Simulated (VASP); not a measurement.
Set up this calculation in VASP 6.6.1, as the native input.

```
Task                   : single point
Functional             : PBEsol
Potentials or basis    : VASP PAW PBE potentials, release 64 (Os)
Cutoff                 : 520 eV
k mesh                 : 20 × 20 × 20
Occupations            : gaussian, width 0.15 eV
Spin                   : no spin polarisation
Dipole correction      : no
Further INCAR settings : ALGO = Fast; EDIFF = 1e-06; NBANDS = 10
```

The structure of Os lies in POSCAR:

```
Os
1.0
    0.0000000000      1.8866500000      1.8866500000
    1.8866500000      0.0000000000      1.8866500000
    1.8866500000      1.8866500000      0.0000000000
Os
1
Direct
    0.0000000000      0.0000000000      0.0000000000
```

This isn't the form of Os at room conditions, which is hcp.

This cell differs from its parent crystal: strain -0.030 along x and y, -0.030 along z.

These files were run (other wordings do the same):

INCAR

```
  PREC = Accurate
  ENCUT = 520
  EDIFF = 1E-6
  ISMEAR = 0
  SIGMA = 0.15
  LREAL = F
  LASPH = T
  NELM = 80
  ALGO = Fast
  ISIF = 2
  LWAVE = F
  LCHARG = F
  GGA = PS
  NBANDS = 10
```

KPOINTS

```
regular mesh
0
Gamma
  20 20 20
```

Potentials or basis: VASP PAW PBE potentials, release 64 (Os).

Command:

```sh
$ cat potpaw_PBE.64/Os/POTCAR > POTCAR
$ mpirun -np 1 vasp_std > vasp.out
```

It gave:

```json
{
  "Pressure": "18.5 GPa",
  "Band gap on the k mesh": "zero (bands 4 and 5 overlap by 4.28 eV)"
}
```

Caveat: the cell differs from its parent crystal (strain -0.030 along x and y, -0.030 along z); the cell stands under pressure; the PAW data sets were made with another functional, which shifts forces and pressure a little; spin-orbit coupling is left out, which moves the levels of the heavy elements.

Run time: 14 s on 1 thread of Intel(R) Xeon(R) Platinum 8559C (Emerald Rapids), on a shared host, peak memory 0.15 GiB.
